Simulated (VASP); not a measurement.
# TaAs (I4_1md) in VASP: further runs

TaAs is run at these levels: PBE; tasks: single point.

Everything below comes from runs of VASP 6.6.1. Logs are shortened: lines on timing, memory, paths and dates and some standing lists are left out, and cuts for length are marked.

### Step 1. The cell of the first run

It takes space group I4_1md (No. 109, tetragonal). Conventional cell: a = 3.324 Å, b = 3.324 Å, c = 11.735 Å, α = 90.00°, β = 90.00°, γ = 90.00°. Ta (site symmetry 2mm) has 6 As at 2.54 to 2.58 Å and 8 Ta at 3.32 to 3.37 Å within 3.4 Å. As (site symmetry 2mm) has 6 Ta at 2.54 to 2.58 Å and 8 As at 3.32 to 3.37 Å within 3.4 Å.

### Step 2. Single point, PBE (strain -0.040 along x and y, +0.000 along z)

File INCAR:

```
SYSTEM = TaAs
PREC = Accurate ; ENCUT = 520
EDIFF = 1E-7 ; ISMEAR = 0
SIGMA = 0.15 ; LREAL = .False.
LASPH = .True. ; NELM = 80
ALGO = Normal ; ISIF = 2
LWAVE = .False. ; LCHARG = .True.
GGA = PE ; LELF = .True.
LVHAR = .True. ; NBANDS = 24
```

File KPOINTS:

```
Automatic mesh
0
Gamma
  20 20 20
  0 0 0
```

File POSCAR:

```
TaAs
1.0
   -1.6621906417      1.6621906417      5.8672939475
    1.6621906417     -1.6621906417      5.8672939475
    1.6621906417      1.6621906417     -5.8672939475
Ta As
2 2
Direct
    0.5001741996      0.0001741996      0.5000000000
    0.7501741996      0.7501741996      0.0000000000
    0.0824252204      0.5824252204      0.5000000000
    0.3324252204      0.3324252204      0.0000000000
```

Potentials or basis: VASP PAW PBE potentials, release 64 (Ta_pv, As).

The run is started by

```sh
$ cat potpaw_PBE.64/Ta_pv/POTCAR potpaw_PBE.64/As/POTCAR > POTCAR
$ mpirun -np 1 vasp_std > vasp.out
```

OUTCAR:

```text
SYSTEM = TaAs
   PREC = Accurate
   ENCUT = 520
   EDIFF = 1E-7
   ISMEAR = 0
   LREAL = .False.
   LASPH = .True.
   NELM = 80
   ISIF = 2
   GGA = PE

 ion  position               nearest neighbor table
   1  0.500  0.000  0.500-   3 2.54   3 2.54   3 2.54   3 2.54   4 2.58   4 2.58   2 3.37   2 3.37
                             2 3.37   2 3.37
   2  0.750  0.750  0.000-   4 2.54   4 2.54   4 2.54   4 2.54   3 2.58   3 2.58   1 3.37   1 3.37
                             1 3.37   1 3.37
   3  0.082  0.582  0.500-   1 2.54   1 2.54   1 2.54   1 2.54   2 2.58   2 2.58
   4  0.332  0.332  0.000-   2 2.54   2 2.54   2 2.54   2 2.54   1 2.58   1 2.58

  LATTYP: Found a body centered tetragonal cell.
 ALAT       =     3.3243812834
 C/A-ratio  =     3.5298562032

  Lattice vectors:

 A1 = (  -1.6621906417,   1.6621906417,   5.8672939475)
 A2 = (   1.6621906417,  -1.6621906417,   5.8672939475)
 A3 = (   1.6621906417,   1.6621906417,  -5.8672939475)

Analysis of symmetry for initial positions (statically):
=====================================================================
 Subroutine PRICEL returns:
 Original cell was already a primitive cell.

 Routine SETGRP: Setting up the symmetry group for a
 body centered tetragonal supercell.

 Subroutine GETGRP returns: Found  8 space group operations
 (whereof  4 operations were pure point group operations)
 out of a pool of 16 trial point group operations.

The static configuration has the point symmetry C_2v.
 The point group associated with its full space group is C_4v.

Analysis of symmetry for dynamics (positions and initial velocities):
=====================================================================
 Subroutine PRICEL returns:
 Original cell was already a primitive cell.

 Routine SETGRP: Setting up the symmetry group for a
 body centered tetragonal supercell.

 Subroutine GETGRP returns: Found  8 space group operations
 (whereof  4 operations were pure point group operations)
 out of a pool of 16 trial point group operations.

The dynamic configuration has the point symmetry C_2v.
 The point group associated with its full space group is C_4v.

 Subroutine INISYM returns: Found  8 space group operations
 (whereof  4 operations are pure point group operations),
 and found     1 'primitive' translations

----------------------------------------------------------------------------------------

                                     Primitive cell

  volume of cell :      64.8425

  direct lattice vectors                    reciprocal lattice vectors
    -1.662190642  1.662190642  5.867293948     0.000000000  0.300807854  0.085218161
     1.662190642 -1.662190642  5.867293948     0.300807854  0.000000000  0.085218161
     1.662190642  1.662190642 -5.867293948     0.300807854  0.300807854  0.000000000

  length of vectors
     6.320671936  6.320671936  6.320671936     0.312645966  0.312645966  0.425406547

  position of ions in fractional coordinates (direct lattice)
     0.500174200  0.000174200  0.500000000
     0.750174200  0.750174200  0.000000000
     0.082425220  0.582425220  0.500000000
     0.332425220  0.332425220  0.000000000

  ion indices of the primitive-cell ions
   primitive index   ion index
                 1           1
                 2           2
                 3           3
                 4           4

----------------------------------------------------------------------------------------

 KPOINTS: Automatic mesh

Automatic generation of k-mesh.
 Grid dimensions read from file:
 generate k-points for:   20   20   20

 Generating k-lattice:

  Cartesian coordinates                     Fractional coordinates (reciprocal lattice)
     0.000000000  0.015040393  0.004260908     0.050000000  0.000000000  0.000000000
     0.015040393  0.000000000  0.004260908     0.000000000  0.050000000  0.000000000
     0.015040393  0.015040393  0.000000000     0.000000000  0.000000000  0.050000000

  Length of vectors
     0.015632298  0.015632298  0.021270327

  Shift w.r.t. Gamma in fractional coordinates (k-lattice)
     0.000000000  0.000000000  0.000000000

 Subroutine IBZKPT returns following result:
 ===========================================

 Found    641 irreducible k-points:

 Following reciprocal coordinates:
            Coordinates               Weight
  0.000000  0.000000  0.000000      1.000000
  0.050000  0.000000 -0.000000      8.000000
  0.100000  0.000000  0.000000      8.000000
  0.150000  0.000000 -0.000000      8.000000
  0.200000  0.000000  0.000000      8.000000
  0.250000  0.000000 -0.000000      8.000000
[... 16 lines left out ...]
 -0.400000  0.050000  0.000000     16.000000
 -0.350000  0.050000  0.000000     16.000000
 [... further k-points ...]
   k-points           NKPTS =    641   k-points in BZ     NKDIM =    641   number of bands    NBANDS=     24
   number of dos      NEDOS =    301   number of ions     NIONS =      4
   total plane-waves  NPLWV = 110592
   dimension x,y,z NGX =    48 NGY =   48 NGZ =   48
   dimension x,y,z NGXF=    96 NGYF=   96 NGZF=   96
   ions per type =               2   2
   NGX,Y,Z   is equivalent  to a cutoff of  12.62, 12.62, 12.62 a.u.
   NGXF,Y,Z  is equivalent  to a cutoff of  25.25, 25.25, 25.25 a.u.
 SYSTEM =  TaAs
   PREC   = accura    normal or accurate (medium, high low for compatibility)
   ISTART =      0    job   : 0-new  1-cont  2-samecut
   ICHARG =      2    charge: 1-file 2-atom 10-const
   ISPIN  =      1    spin polarized calculation?
   LNONCOLLINEAR =      F non collinear calculations
   LSORBIT =      F    spin-orbit coupling
   LASPH  =      T    aspherical Exc in radial PAW
   ENCUT  =  520.0 eV  38.22 Ry    6.18 a.u.  11.75 11.75 11.75*2*pi/ulx,y,z
   NELM   =     80;   NELMIN=  2; NELMDL= -5     # of ELM steps
   EDIFF  = 0.1E-06   stopping-criterion for ELM
   LREAL  =      F    real-space projection
   EDIFFG = 0.1E-05   stopping-criterion for IOM
   NSW    =      0    number of steps for IOM
   IBRION =     -1    ionic relax: 0-MD 1-quasi-New 2-CG
   NFREE  =      0    steps in history (QN), initial steepest desc. (CG)
   ISIF   =      2    stress and relaxation
   ISYM   =      2    0-nonsym 1-usesym 2-fastsym
   POTIM  = 0.5000    time-step for ionic-motion
   TEBEG  =    0.0;   TEEND  =   0.0 temperature during run
   PSTRESS=    0.0 pullay stress
   NELECT =      32.0000    total number of electrons
   NUPDOWN=      -1.0000    fix difference up-down
   EMIN   =  10.00;   EMAX   =-10.00  energy-range for DOS
   EFERMI =   0.00;   METHOD = LEGACY
   ISMEAR =     0;   SIGMA  =   0.15  broadening in eV -4-tet -1-fermi 0-gaus
   EFERMI_NEDOS =   21; number of points for ismear=-14 and -15
   IALGO  =     38    algorithm
   IMIX   =      4    mixing-type and parameters
     AMIX     =   0.40;   BMIX     =  1.00
     AMIX_MAG =   1.60;   BMIX_MAG =  1.00
  volume/ion in A,a.u.               =      16.21       109.39
  Fermi-wavevector in a.u.,A,eV,Ry     =   1.293714  2.444765 22.772020  1.673696
  Thomas-Fermi vector in A             =   2.425342
   LORBIT       =      0    0 simple, 1 ext, 2 COOP (PROOUT), +10 PAW based schemes
   GGA     = PE    functional components
   LHFCALC =     F    Hartree Fock is set to
   AEXX    =    0.0000 exact exchange contribution
   IVDW    =     0    specifies the selected vdW correction
   LEPSILON=     F    determine dielectric tensor
   LRPA    =     F    only Hartree local field effects (RPA)
 non-spin polarized calculation
 Gauss-broadening in eV      SIGMA  =   0.15
  energy-cutoff  :      520.00
  volume of cell :       64.84
 maximum number of plane-waves:      1766
   NGX = 23   NGY = 23   NGZ = 23

 number of electron      32.0000002 magnetization

 Free energy of the ion-electron system (eV)
  ---------------------------------------------------
  ext. energy  EPLUGINS =         0.00000000
  ---------------------------------------------------
  free energy    TOTEN  =       -34.74477117 eV

  energy without entropy =      -34.74097756  energy(sigma->0) =      -34.74287437

 E-fermi :   7.6685     XC(G=0): -12.2500

 val. band max:        7.6631699569   @ k =  -0.3000   0.2000   0.0500
 cond. band min:       7.6699588925   @ k =  -0.4000   0.4000   0.4000
 fundamental gap:      0.0067889355
 Fermi energy:         7.6684685751

 k-point     1 :       0.0000    0.0000    0.0000
  band No.  band energies     occupation
      1     -27.2008      2.00000
      2     -27.0635      2.00000
      3     -27.0635      2.00000
      4     -26.9182      2.00000
      5     -26.9163      2.00000
      6     -26.9163      2.00000
[... 16 lines left out ...]
     23      12.1595      0.00000
     24      12.1598      0.00000

 k-point     2 :       0.0500    0.0000   -0.0000
  band No.  band energies     occupation
      1     -27.1990      2.00000
      2     -27.0695      2.00000
      3     -27.0629      2.00000
      4     -26.9256      2.00000
      5     -26.9156      2.00000
      6     -26.9150      2.00000
[... 16 lines left out ...]
     23      11.9382      0.00000
     24      12.3128      0.00000

 k-point     3 :       0.1000    0.0000    0.0000
  band No.  band energies     occupation
      1     -27.1938      2.00000
      2     -27.0866      2.00000
      3     -27.0612      2.00000
      4     -26.9423      2.00000
      5     -26.9160      2.00000
      6     -26.9136      2.00000
[... 16 lines left out ...]
     23      11.8958      0.00000
     24      12.7165      0.00000
[... 514 lines left out ...]
 k-point    23 :      -0.4000    0.0500    0.0000
  band No.  band energies     occupation
      1     -27.2928      2.00000
      2     -27.1388      2.00000
      3     -27.0860      2.00000
      4     -27.0473      2.00000
      5     -26.9487      2.00000
      6     -26.8962      2.00000
[... 16 lines left out ...]
     23      12.7233      0.00000
     24      14.3296      0.00000

 k-point    24 :      -0.3500    0.0500    0.0000
  band No.  band energies     occupation
      1     -27.2667      2.00000
      2     -27.1323      2.00000
      3     -27.0820      2.00000
      4     -27.0500      2.00000
      5     -26.9411      2.00000
      6     -26.8992      2.00000
[... 16 lines left out ...]
     23      12.7688      0.00000
     24      14.3552      0.00000

 [... further k-points ...]

------------------------ aborting loop because EDIFF is reached ----------------------------------------

  FORCE on cell =-STRESS in cart. coord.  units (eV):
  Direction    XX          YY          ZZ          XY          YZ          ZX
  --------------------------------------------------------------------------------------
  -------------------------------------------------------------------------------------
  Total        9.2877671      9.2877671      4.6337120      0.0000000      0.0000000      0.0000000
  in kB      229.4892760    229.4892760    114.4933123      0.0000000      0.0000000      0.0000000
  external PRESSURE =     191.1572881 kB  Pullay stress =       0.0000000 kB

 VOLUME and BASIS-vectors are now :
 -----------------------------------------------------------------------------
  energy-cutoff  :      520.00
  volume of cell :       64.84
      direct lattice vectors                 reciprocal lattice vectors
    -1.662190642  1.662190642  5.867293948     0.000000000  0.300807854  0.085218161
     1.662190642 -1.662190642  5.867293948     0.300807854  0.000000000  0.085218161
     1.662190642  1.662190642 -5.867293948     0.300807854  0.300807854  0.000000000

 POSITION                                       TOTAL-FORCE (eV/Angst)
 -----------------------------------------------------------------------------------
      0.00000      1.66219      0.00204        -0.000000     -0.000000     -0.368764
      0.00000      0.00000      8.80299         0.000000      0.000000     -0.368764
      1.66219      0.00000      0.96723         0.000000     -0.000000      0.368764
      0.00000      0.00000      3.90087        -0.000000      0.000000      0.368764
 -----------------------------------------------------------------------------------
    total drift:                                0.000000      0.000000      0.000430

  FREE ENERGIE OF THE ION-ELECTRON SYSTEM (eV)
  ---------------------------------------------------
  free  energy   TOTEN  =       -34.7447711723 eV

  energy  without entropy=      -34.7409775600  energy(sigma->0) =      -34.74287437
```

Run time: 28 min. Hardware: 1 thread of AMD EPYC 9R45 (Zen 5), shared host; peak memory 0.97 GiB.

What came out:

| Quantity | Value |
| --- | --- |
| Free energy | -34.7448 eV |
| Pressure | 19.1 GPa |
| Largest force | 0.369 eV/Å |
| Band gap on the k mesh | zero (bands 16 and 17 overlap by 0.18 eV) |

Forces on the atoms (eV/Å):
```
Ta   0.000  0.000 -0.369
Ta   0.000  0.000 -0.369
As   0.000  0.000  0.369
As   0.000  0.000  0.369
```

Stress tensor (GPa, compression positive):
```
22.95  0.00  0.00
 0.00 22.95  0.00
 0.00  0.00 11.45
```

Levels at points of the mesh, in eV from the Fermi level:
```csv
k point,band 13,band 14,band 15,band 16,band 17,band 18,band 19,band 20
"(0.00, 0.00, 0.00)",-2.39,-2.34,-1.59,-1.59,1.21,1.82,2.45,3.57
"(0.50, 0.00, 0.00)",-2.50,-2.48,-1.85,-0.45,0.24,1.54,2.31,2.92
"(0.50, 0.50, 0.00)",-3.45,-3.45,-1.10,-1.10,3.25,3.25,3.49,3.49
"(0.50, 0.50, 0.50)",-2.90,-2.90,-0.66,-0.66,1.50,1.50,2.48,2.48
```

Caveat: the cell differs from its parent crystal (strain -0.040 along x and y, +0.000 along z); the stress differs along the axes, from 11 to 23 GPa; spin-orbit coupling is left out, which moves the levels of the heavy elements.

### Step 3. Single point, PBE (strain -0.080 along x and y, -0.080 along z)

File INCAR:

```
ALGO     = Normal         # electronic algorithm
EDIFF    = 1E-6           # SCF threshold, eV
ENCUT    = 520            # plane-wave cutoff, eV
GGA      = PE             # functional
ISIF     = 2              # what is computed and relaxed
ISMEAR   = 0              # smearing method
LASPH    = True           # aspherical terms in the spheres
LCHARG   = True           # write CHGCAR
LELF     = True           # ELF
LREAL    = False          # projectors in reciprocal space
LVHAR    = True         
LWAVE    = False          # write WAVECAR
NBANDS   = 24             # bands
NELM     = 60             # most SCF steps
PREC     = Accurate       # precision mode
SIGMA    = 0.15           # smearing width, eV
```

File KPOINTS:

```
k-points
0
Gamma
  20 20 20
```

File POSCAR:

```
TaAs
1.0
   -1.5929326983      1.5929326983      5.3979104317
    1.5929326983     -1.5929326983      5.3979104317
    1.5929326983      1.5929326983     -5.3979104317
Ta As
2 2
Direct
    0.5001741996      0.0001741996      0.5000000000
    0.7501741996      0.7501741996      0.0000000000
    0.0824252204      0.5824252204      0.5000000000
    0.3324252204      0.3324252204      0.0000000000
```

Potentials or basis: VASP PAW PBE potentials, release 64 (Ta_pv, As).

The run is started by

```sh
$ cat potpaw_PBE.64/Ta_pv/POTCAR potpaw_PBE.64/As/POTCAR > POTCAR
$ mpirun -np 1 vasp_std > vasp.out
```

Run time: 39 min. Hardware: 1 thread of AMD EPYC 9755, shared host; peak memory 0.87 GiB.

The run converged. Its results:

```yaml
Free_energy: -32.0593 eV
Pressure: 77.9 GPa
Largest_force: 0.212 eV/Å
Band_gap_on_the_k_mesh: 0.02 eV (least direct gap 0.03 eV)
```

Forces on the atoms (eV/Å):
```
Ta   0.000  0.000  0.212
Ta   0.000  0.000  0.212
As   0.000  0.000 -0.212
As   0.000  0.000 -0.212
```

Stress tensor (GPa, compression positive):
```
81.59  0.00  0.00
 0.00 81.59  0.00
 0.00  0.00 70.41
```

Levels at points of the mesh, in eV from the valence-band top:
| k point | band 12 | band 13 | band 14 | band 15 | band 16 | band 17 | band 18 | band 19 | band 20 | band 21 |
| --- | --- | --- | --- | --- | --- | --- | --- | --- | --- | --- |
| (0.00, 0.00, 0.00) | -2.82 | -2.82 | -2.64 | -1.79 | -1.79 | 1.23 | 2.18 | 3.11 | 4.26 | 4.26 |
| (0.50, 0.00, 0.00) | -4.19 | -2.94 | -2.57 | -2.18 | -0.11 | 0.12 | 1.82 | 3.10 | 3.40 | 4.28 |
| (0.50, 0.50, 0.00) | -5.99 | -3.58 | -3.58 | -1.21 | -1.21 | 3.97 | 3.97 | 4.30 | 4.30 | 5.44 |
| (0.50, 0.50, 0.50) | -3.86 | -3.52 | -3.52 | -0.56 | -0.56 | 1.67 | 1.67 | 3.15 | 3.15 | 4.64 |

Caveat: the cell differs from its parent crystal (strain -0.080 along x and y, -0.080 along z); the stress differs along the axes, from 70 to 82 GPa; the smearing spreads over this small gap; spin-orbit coupling is left out, which moves the levels of the heavy elements.

### Step 4. Single point, PBE (strain -0.080 along x and y, -0.040 along z)

File INCAR:

```
  PREC = Accurate
  ENCUT = 520
  EDIFF = 1E-6
  ISMEAR = 0
  SIGMA = 0.15
  LREAL = False
  LASPH = True
  NELM = 100
  ALGO = Normal
  ISIF = 2
  LWAVE = False
  LCHARG = False
  GGA = PE
  NBANDS = 24
```

File KPOINTS:

```
Automatic mesh
0
Gamma
  20 20 20
```

File POSCAR:

```
TaAs
1.0
   -1.5929326983      1.5929326983      5.6326021896
    1.5929326983     -1.5929326983      5.6326021896
    1.5929326983      1.5929326983     -5.6326021896
Ta As
2 2
Direct
    0.5001741996      0.0001741996      0.5000000000
    0.7501741996      0.7501741996      0.0000000000
    0.0824252204      0.5824252204      0.5000000000
    0.3324252204      0.3324252204      0.0000000000
```

The run is started by

```sh
$ cat potpaw_PBE.64/Ta_pv/POTCAR potpaw_PBE.64/As/POTCAR > POTCAR
$ mpirun -np 1 vasp_std > vasp.out
```

Wall time 53 min (1 thread of AMD EPYC 9755, shared host); peak memory 0.9 GiB.

Results (log left out):

- Free energy: -32.9219 eV
- Pressure: 60.8 GPa
- Largest force: 0.558 eV/Å
- Band gap on the k mesh: zero (bands 16 and 17 overlap by 0.29 eV)

Forces on the atoms (eV/Å):
```
Ta   0.000  0.000 -0.558
Ta   0.000  0.000 -0.558
As   0.000  0.000  0.558
As   0.000  0.000  0.558
```

Stress tensor (GPa, compression positive):
```
67.95  0.00  0.00
 0.00 67.95  0.00
 0.00  0.00 46.50
```

Levels at points of the mesh, in eV from the Fermi level:
| k point | band 14 | band 15 | band 16 | band 17 | band 18 | band 19 |
| --- | --- | --- | --- | --- | --- | --- |
| (0.00, 0.00, 0.00) | -2.52 | -1.63 | -1.63 | 1.46 | 2.19 | 2.85 |
| (0.50, 0.00, 0.00) | -2.62 | -2.20 | -0.42 | 0.28 | 1.80 | 2.70 |
| (0.50, 0.50, 0.00) | -3.65 | -1.12 | -1.12 | 3.88 | 3.88 | 4.21 |
| (0.50, 0.50, 0.50) | -3.19 | -0.40 | -0.40 | 1.80 | 1.80 | 2.93 |

Caveat: the cell differs from its parent crystal (strain -0.080 along x and y, -0.040 along z); the stress differs along the axes, from 47 to 68 GPa; spin-orbit coupling is left out, which moves the levels of the heavy elements.

### Step 5. The runs side by side

```tsv
cell	gap on the mesh (eV)	pressure (GPa)	largest force (eV/Å)
a = 6.321 Å, angles 149.5, 149.5, 43.7°, 4 atoms	none	19.1	0.37
a = 5.849 Å, angles 148.4, 148.4, 45.3°, 4 atoms	0.02	77.9	0.21
a = 6.066 Å, angles 149.6, 149.6, 43.6°, 4 atoms	none	60.8	0.56
```

Alike in all rows: task single point; level PBE; potentials or basis VASP PAW PBE potentials, release 64 (Ta_pv, As); no spin polarisation; k mesh 20 × 20 × 20; cutoff (eV) 520; smearing gaussian 0.15 eV.

Caveats: spin-orbit coupling is left out, which moves the levels of the heavy elements; the stress differs along the axes, from 11 to 23 GPa (at least some runs); the stress differs along the axes, from 70 to 82 GPa (at least some runs); the smearing spreads over this small gap (at least some runs); the stress differs along the axes, from 47 to 68 GPa (at least some runs).

Absolute energies hang on the potentials; compare differences alone.
